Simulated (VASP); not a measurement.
Sc3Ga2As: single point with PBE

Sc3Ga2As:

```
Sc Ga As
1.0
     3.42314    0.00000    0.00000
    -1.71157    2.96452    0.00000
     0.00000    0.00000   20.75552
Sc Ga As
6 4 2
Direct
  0.66667 0.33333 0.37260
  0.33333 0.66667 0.87260
  0.33333 0.66667 0.62740
  0.66667 0.33333 0.12740
  0.00000 0.00000 0.50000
  0.00000 0.00000 0.00000
  0.33333 0.66667 0.43054
  0.66667 0.33333 0.93054
  0.33333 0.66667 0.06946
  0.66667 0.33333 0.56946
  0.00000 0.00000 0.75000
  0.00000 0.00000 0.25000
```

The cell was generated, and may not be a known phase.

```json
{"Program": "VASP 6.6.1", "Task": "single point", "Functional": "PBE", "Potentials or basis": "VASP PAW PBE potentials, release 64 (Sc_sv, Ga_d, As)", "Cutoff": "520 eV", "k mesh": "6 × 6 × 1", "Occupations": "gaussian, width 0.1 eV", "Spin": "no spin polarisation"}
```

```yaml
Pressure: 36.4 GPa
Largest_force: 7.007 eV/Å
Band_gap_on_the_k_mesh: zero (bands 64 and 65 overlap by 1.20 eV)
```

Forces on the atoms (eV/Å):
```
Sc   0.000  0.000 -7.007
Sc   0.000  0.000 -7.007
Sc   0.000  0.000  7.007
Sc   0.000  0.000  7.007
Sc   0.000  0.000  0.000
Sc   0.000  0.000  0.000
Ga   0.000  0.000  1.621
Ga   0.000  0.000  1.621
Ga   0.000  0.000 -1.621
Ga   0.000  0.000 -1.621
As   0.000  0.000  0.000
As   0.000  0.000  0.000
```

Stress tensor (GPa, compression positive):
```
36.89  0.00  0.00
 0.00 36.89  0.00
 0.00  0.00 35.37
```

Levels at points of the mesh, in eV from the Fermi level:
```csv
k point,band 62,band 63,band 64,band 65,band 66,band 67
"(0.00, 0.00, 0.00)",0.80,0.92,0.92,1.72,1.83,1.83
"(0.50, 0.00, 0.00)",-0.45,-0.28,-0.28,-0.17,-0.07,0.45
```

Run time: 3.6 min on 1 thread of AMD EPYC 9R45 96-Core Processor (Zen 5), with other jobs on the host, peak memory 0.37 GiB.

Caveat: the cell stands under pressure; forces of over 1 eV/Å act on the atoms, so gaps and moduli don't describe the material at rest.
